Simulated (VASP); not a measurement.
# Si (a cell with a defect) in VASP: single point with PBE

Aim: the single point of Si (a cell with a defect) with PBE.

All numbers are computed with VASP 6.6.1; they aren't measurements. Logs are shortened: lines on timing, memory, paths and dates and some standing lists are left out, and cuts for length are marked.

## (1) The cell of the first run

The cell holds a defect, 17 atoms: a = 7.679 Å, b = 7.679 Å, c = 7.679 Å, α = 60.00°, β = 60.00°, γ = 60.00°.

## (2) Single point, PBE

Contents of INCAR:

```
  PREC = Accurate
  ENCUT = 520
  EDIFF = 1E-6
  ISMEAR = -1
  SIGMA = 0.05
  LREAL = Auto
  LASPH = T
  NELM = 60
  ALGO = Normal
  ISIF = 2
  LWAVE = F
  LCHARG = F
  GGA = PE
  NBANDS = 48
```

Contents of KPOINTS:

```
regular mesh
0
Gamma
  2 2 2
```

Contents of POSCAR:

```
Si
1.0
    0.0000000000      5.4300000000      5.4300000000
    5.4300000000      0.0000000000      5.4300000000
    5.4300000000      5.4300000000      0.0000000000
Si
17
Direct
    0.0131883978     -0.0016543278     -0.0094051565
    0.1269067219      0.1120056169      0.1348109576
    0.0097922652     -0.0258169429      0.5067745856
    0.1507645488      0.1154520258      0.6185820442
   -0.0188995396      0.4810214549      0.0572632597
    0.1268289134      0.6267366483      0.1348320442
    0.0094712707      0.5094802947      0.5068486188
    0.1068448435      0.6068466851      0.6795446593
    0.4984837937     -0.0016375691     -0.0095642726
    0.6441942910      0.1441191529      0.0679806630
    0.5181168508      0.0181709945      0.4457142726
    0.6155032228      0.1153400552      0.6184976980
    0.4984316759      0.5131127072     -0.0093813996
    0.6120766114      0.6267871087      0.1348850829
    0.4742064457      0.5097609576      0.5068322284
    0.6154564457      0.6508667587      0.6186279006
    0.8122529466      0.3123492634      0.5629978821
```

Potentials or basis: VASP PAW PBE potentials, release 64 (Si).

Launch:

```
$ cat potpaw_PBE.64/Si/POTCAR > POTCAR
$ mpirun -np 1 vasp_std > vasp.out
```

OUTCAR:

```text
PREC = Accurate
   ENCUT = 520
   EDIFF = 1E-6
   ISMEAR = -1
   LREAL = Auto
   LASPH = T
   NELM = 60
   ISIF = 2
   GGA = PE

 ion  position               nearest neighbor table
   1  0.013  0.998  0.991-  10 2.33   2 2.33   6 2.33   4 2.33
   2  0.127  0.112  0.135-   5 2.33   9 2.33   1 2.33   3 2.33
   3  0.010  0.974  0.507-   8 2.33   2 2.33  17 2.40   4 2.47  12 2.48
   4  0.151  0.115  0.619-  11 2.33   1 2.33  17 2.40   7 2.47   3 2.47
   5  0.981  0.481  0.057-   6 2.33  14 2.33   2 2.33   8 2.37
   6  0.127  0.627  0.135-   5 2.33  13 2.33   1 2.33   7 2.33
   7  0.009  0.509  0.507-   8 2.33   6 2.33  17 2.40  16 2.47   4 2.47
   8  0.107  0.607  0.680-   3 2.33  15 2.33   7 2.33   5 2.37
   9  0.498  0.998  0.990-  10 2.33   2 2.33  14 2.33  12 2.33
  10  0.644  0.144  0.068-   9 2.33   1 2.33  13 2.33  11 2.37
  11  0.518  0.018  0.446-  16 2.33  12 2.33   4 2.33  10 2.37
  12  0.616  0.115  0.618-  11 2.33   9 2.33  17 2.40   3 2.48  15 2.48
  13  0.498  0.513  0.991-  10 2.33  14 2.33   6 2.33  16 2.33
  14  0.612  0.627  0.135-   5 2.33  13 2.33   9 2.33  15 2.33
  15  0.474  0.510  0.507-   8 2.33  14 2.33  17 2.40  16 2.47  12 2.48
  16  0.615  0.651  0.619-  11 2.33  13 2.33  17 2.40   7 2.47  15 2.47
  17  0.812  0.312  0.563-  12 2.40  15 2.40   7 2.40   3 2.40   4 2.40  16 2.40

  LATTYP: Found a face centered cubic cell.
 ALAT       =    10.8600000000

  Lattice vectors:

 A1 = (   0.0000000000,   5.4300000000,   5.4300000000)
 A2 = (   5.4300000000,   0.0000000000,   5.4300000000)
 A3 = (   5.4300000000,   5.4300000000,   0.0000000000)

Analysis of symmetry for initial positions (statically):
=====================================================================
 Subroutine PRICEL returns:
 Original cell was already a primitive cell.

 Routine SETGRP: Setting up the symmetry group for a
 face centered cubic supercell.

 Subroutine GETGRP returns: Found  1 space group operations
 (whereof  1 operations were pure point group operations)
 out of a pool of 48 trial point group operations.

The static configuration has the point symmetry C_1 .

Analysis of symmetry for dynamics (positions and initial velocities):
=====================================================================
 Subroutine PRICEL returns:
 Original cell was already a primitive cell.

 Routine SETGRP: Setting up the symmetry group for a
 face centered cubic supercell.

 Subroutine GETGRP returns: Found  1 space group operations
 (whereof  1 operations were pure point group operations)
 out of a pool of 48 trial point group operations.

The dynamic configuration has the point symmetry C_1 .

 Subroutine INISYM returns: Found  1 space group operations
 (whereof  1 operations are pure point group operations),
 and found     1 'primitive' translations

----------------------------------------------------------------------------------------

                                     Primitive cell

  volume of cell :     320.2060

  direct lattice vectors                    reciprocal lattice vectors
     0.000000000  5.430000000  5.430000000    -0.092081031  0.092081031  0.092081031
     5.430000000  0.000000000  5.430000000     0.092081031 -0.092081031  0.092081031
     5.430000000  5.430000000  0.000000000     0.092081031  0.092081031 -0.092081031

  length of vectors
     7.679179644  7.679179644  7.679179644     0.159489025  0.159489025  0.159489025

  position of ions in fractional coordinates (direct lattice)
     0.013188398  0.998345672  0.990594843
     0.126906722  0.112005617  0.134810958
     0.009792265  0.974183057  0.506774586
     0.150764549  0.115452026  0.618582044
     0.981100460  0.481021455  0.057263260
     0.126828913  0.626736648  0.134832044
[... 9 lines left out ...]
     0.615456446  0.650866759  0.618627901
     0.812252947  0.312349263  0.562997882

  ion indices of the primitive-cell ions
   primitive index   ion index
                 1           1
                 2           2
                 3           3
                 4           4
                 5           5
                 6           6
[... 9 lines left out ...]
                16          16
                17          17

----------------------------------------------------------------------------------------

 KPOINTS: regular mesh

Automatic generation of k-mesh.
 Grid dimensions read from file:
 generate k-points for:    2    2    2

 Generating k-lattice:

  Cartesian coordinates                     Fractional coordinates (reciprocal lattice)
    -0.046040516  0.046040516  0.046040516     0.500000000  0.000000000  0.000000000
     0.046040516 -0.046040516  0.046040516     0.000000000  0.500000000  0.000000000
     0.046040516  0.046040516 -0.046040516     0.000000000  0.000000000  0.500000000

  Length of vectors
     0.079744512  0.079744512  0.079744512

  Shift w.r.t. Gamma in fractional coordinates (k-lattice)
     0.000000000  0.000000000  0.000000000

 Subroutine IBZKPT returns following result:
 ===========================================

 Found      8 irreducible k-points:

 Following reciprocal coordinates:
            Coordinates               Weight
  0.000000  0.000000  0.000000      1.000000
  0.500000  0.000000  0.000000      1.000000
  0.000000  0.500000  0.000000      1.000000
  0.000000  0.000000  0.500000      1.000000
  0.500000  0.500000  0.500000      1.000000
  0.500000  0.500000  0.000000      1.000000
  0.000000  0.500000  0.500000      1.000000
  0.500000  0.000000  0.500000      1.000000
   k-points           NKPTS =      8   k-points in BZ     NKDIM =      8   number of bands    NBANDS=     48
   number of dos      NEDOS =    301   number of ions     NIONS =     17
   total plane-waves  NPLWV = 216000
   dimension x,y,z NGX =    60 NGY =   60 NGZ =   60
   dimension x,y,z NGXF=   120 NGYF=  120 NGZF=  120
   ions per type =              17
   NGX,Y,Z   is equivalent  to a cutoff of  12.99, 12.99, 12.99 a.u.
   NGXF,Y,Z  is equivalent  to a cutoff of  25.98, 25.98, 25.98 a.u.
 SYSTEM =  unknown system
   PREC   = accura    normal or accurate (medium, high low for compatibility)
   ISTART =      0    job   : 0-new  1-cont  2-samecut
   ICHARG =      2    charge: 1-file 2-atom 10-const
   ISPIN  =      1    spin polarized calculation?
   LNONCOLLINEAR =      F non collinear calculations
   LSORBIT =      F    spin-orbit coupling
   LASPH  =      T    aspherical Exc in radial PAW
   ENCUT  =  520.0 eV  38.22 Ry    6.18 a.u.  14.28 14.28 14.28*2*pi/ulx,y,z
   NELM   =     60;   NELMIN=  2; NELMDL= -5     # of ELM steps
   EDIFF  = 0.1E-05   stopping-criterion for ELM
   LREAL  =      T    real-space projection
   EDIFFG = 0.1E-04   stopping-criterion for IOM
   NSW    =      0    number of steps for IOM
   IBRION =     -1    ionic relax: 0-MD 1-quasi-New 2-CG
   NFREE  =      0    steps in history (QN), initial steepest desc. (CG)
   ISIF   =      2    stress and relaxation
   ISYM   =      2    0-nonsym 1-usesym 2-fastsym
   POTIM  = 0.5000    time-step for ionic-motion
   TEBEG  =    0.0;   TEEND  =   0.0 temperature during run
   PSTRESS=    0.0 pullay stress
   NELECT =      68.0000    total number of electrons
   NUPDOWN=      -1.0000    fix difference up-down
   EMIN   =  10.00;   EMAX   =-10.00  energy-range for DOS
   EFERMI =   0.00;   METHOD = LEGACY
   ISMEAR =    -1;   SIGMA  =   0.05  broadening in eV -4-tet -1-fermi 0-gaus
   EFERMI_NEDOS =   21; number of points for ismear=-14 and -15
   IALGO  =     38    algorithm
   IMIX   =      4    mixing-type and parameters
     AMIX     =   0.40;   BMIX     =  1.00
     AMIX_MAG =   1.60;   BMIX_MAG =  1.00
  volume/ion in A,a.u.               =      18.84       127.11
  Fermi-wavevector in a.u.,A,eV,Ry     =   0.976715  1.845724 12.979587  0.953973
  Thomas-Fermi vector in A             =   2.107356
   LORBIT       =      0    0 simple, 1 ext, 2 COOP (PROOUT), +10 PAW based schemes
   GGA     = PE    functional components
   LHFCALC =     F    Hartree Fock is set to
   AEXX    =    0.0000 exact exchange contribution
   IVDW    =     0    specifies the selected vdW correction
   LEPSILON=     F    determine dielectric tensor
   LRPA    =     F    only Hartree local field effects (RPA)
 non-spin polarized calculation
  energy-cutoff  :      520.00
  volume of cell :      320.21
 maximum number of plane-waves:      8646
 NGX is ok and might be reduce to    60
   NGX = 29   NGY = 29   NGZ = 29

 number of electron      68.0000000 magnetization

 Free energy of the ion-electron system (eV)
  ---------------------------------------------------
  ext. energy  EPLUGINS =         0.00000000
  ---------------------------------------------------
  free energy    TOTEN  =       -87.69883595 eV

  energy without entropy =      -87.67021809  energy(sigma->0) =      -87.68452702

 E-fermi :   6.6957     XC(G=0):  -9.6927

 val. band max:        6.4883418937   @ k =   0.5000   0.5000   0.0000
 cond. band min:       6.6979670473   @ k =   0.0000   0.0000   0.5000
 fundamental gap:      0.2096251536
 Fermi energy:         6.6956816473

 k-point     1 :       0.0000    0.0000    0.0000
  band No.  band energies     occupation
      1      -6.2134      2.00000
      2      -3.8844      2.00000
      3      -3.6271      2.00000
      4      -3.6266      2.00000
      5      -3.3889      2.00000
      6      -2.5306      2.00000
[... 38 lines left out ...]
     45       8.7469      0.00000
     46       8.8287      0.00000

 k-point     2 :       0.5000    0.0000    0.0000
  band No.  band energies     occupation
      1      -5.7342      2.00000
      2      -4.9997      2.00000
      3      -3.6025      2.00000
      4      -3.4326      2.00000
      5      -3.1866      2.00000
      6      -3.0225      2.00000
[... 38 lines left out ...]
     45       9.5084      0.00000
     46      10.1262      0.00000

 k-point     3 :       0.0000    0.5000    0.0000
  band No.  band energies     occupation
      1      -5.7341      2.00000
      2      -5.0000      2.00000
      3      -3.6025      2.00000
      4      -3.4324      2.00000
      5      -3.1868      2.00000
      6      -3.0222      2.00000
[... 38 lines left out ...]
     45       9.5087      0.00000
     46      10.1265      0.00000

 k-point     4 :       0.0000    0.0000    0.5000
  band No.  band energies     occupation
      1      -5.8126      2.00000
      2      -4.8730      2.00000
      3      -3.3998      2.00000
      4      -3.3991      2.00000
      5      -3.3599      2.00000
      6      -3.0004      2.00000
[... 38 lines left out ...]
     45       9.8126      0.00000
     46      10.2021      0.00000

 k-point     5 :       0.5000    0.5000    0.5000
  band No.  band energies     occupation
      1      -5.7343      2.00000
      2      -4.9995      2.00000
      3      -3.6025      2.00000
      4      -3.4328      2.00000
      5      -3.1864      2.00000
      6      -3.0228      2.00000
[... 38 lines left out ...]
     45       9.5080      0.00000
     46      10.1258      0.00000

 k-point     6 :       0.5000    0.5000    0.0000
  band No.  band energies     occupation
      1      -5.6038      2.00000
      2      -4.7034      2.00000
      3      -4.0653      2.00000
      4      -3.8754      2.00000
      5      -3.7933      2.00000
      6      -3.6209      2.00000
[... 38 lines left out ...]
     45      10.4187      0.00000
     46      10.4202      0.00000

 k-point     7 :       0.0000    0.5000    0.5000
  band No.  band energies     occupation
      1      -5.6036      2.00000
      2      -4.7040      2.00000
      3      -4.0653      2.00000
      4      -3.8752      2.00000
      5      -3.7936      2.00000
      6      -3.6204      2.00000
[... 38 lines left out ...]
     45      10.4184      0.00000
     46      10.4205      0.00000

 k-point     8 :       0.5000    0.0000    0.5000
  band No.  band energies     occupation
      1      -5.6037      2.00000
      2      -4.7036      2.00000
      3      -4.0653      2.00000
      4      -3.8753      2.00000
      5      -3.7934      2.00000
      6      -3.6207      2.00000
[... 38 lines left out ...]
     45      10.4178      0.00000
     46      10.4210      0.00000
 [bands above 46 left out]

------------------------ aborting loop because EDIFF is reached ----------------------------------------

  FORCE on cell =-STRESS in cart. coord.  units (eV):
  Direction    XX          YY          ZZ          XY          YZ          ZX
  --------------------------------------------------------------------------------------
  -------------------------------------------------------------------------------------
  Total        9.3761917      9.3862036      9.3951142     -0.8973327      0.9059333      0.9013611
  in kB       46.9145523     46.9646477     47.0092325     -4.4898785      4.5329123      4.5100352
  external PRESSURE =      46.9628108 kB  Pullay stress =       0.0000000 kB

 VOLUME and BASIS-vectors are now :
 -----------------------------------------------------------------------------
  energy-cutoff  :      520.00
  volume of cell :      320.21
      direct lattice vectors                 reciprocal lattice vectors
     0.000000000  5.430000000  5.430000000    -0.092081031  0.092081031  0.092081031
     5.430000000  0.000000000  5.430000000     0.092081031 -0.092081031  0.092081031
     5.430000000  5.430000000  0.000000000     0.092081031  0.092081031 -0.092081031

 POSITION                                       TOTAL-FORCE (eV/Angst)
 -----------------------------------------------------------------------------------
     10.79995      5.45054      5.49263        -0.000775     -0.001569     -0.001124
      1.34021      1.42113      1.29729         0.001114     -0.001112     -0.000909
      8.04160      2.80496      5.34299         0.013081     -0.004266     -0.000618
      3.98581      4.17755      1.44556         0.001042     -0.007763     -0.000215
      2.92289      5.63832      7.93932        -0.002856     -0.003423      0.003601
      4.13532      1.42082      4.09186         0.001072      0.000507     -0.001970
[... 9 lines left out ...]
      6.89336      6.70108      6.87613        -0.011294      0.000981     -0.002290
      4.75314      7.46761      6.10659         0.000281      0.002436      0.005708
 -----------------------------------------------------------------------------------
    total drift:                                0.002999      0.005067     -0.006889

  FREE ENERGIE OF THE ION-ELECTRON SYSTEM (eV)
  ---------------------------------------------------
  free  energy   TOTEN  =       -87.6988359513 eV

  energy  without entropy=      -87.6702180888  energy(sigma->0) =      -87.68452702
```

Wall time 5 min (1 thread of AMD EPYC 7R43 (Zen 3), shared host); peak memory 0.43 GiB.

Results:

```yaml
Free_energy: -87.6988 eV
Pressure: 4.7 GPa
Largest_force: 0.014 eV/Å
```

Forces on the atoms (eV/Å):
```
Si  -0.001 -0.002 -0.001
Si   0.001 -0.001 -0.001
Si   0.013 -0.004 -0.001
Si   0.001 -0.008  0.000
Si  -0.003 -0.003  0.004
Si   0.001  0.001 -0.002
Si   0.000  0.000 -0.006
Si  -0.005 -0.004  0.003
Si   0.002  0.002 -0.001
Si   0.001  0.001 -0.002
Si   0.004  0.004 -0.002
Si   0.000 -0.002  0.011
Si  -0.001 -0.001 -0.002
Si  -0.001  0.001  0.000
Si  -0.004  0.013 -0.003
Si  -0.011  0.001 -0.002
Si   0.000  0.002  0.006
```

Stress tensor (GPa, compression positive):
```
 4.69 -0.45  0.45
-0.45  4.70  0.45
 0.45  0.45  4.70
```

Caveat: the k points lie up to 0.50 Å⁻¹ apart.
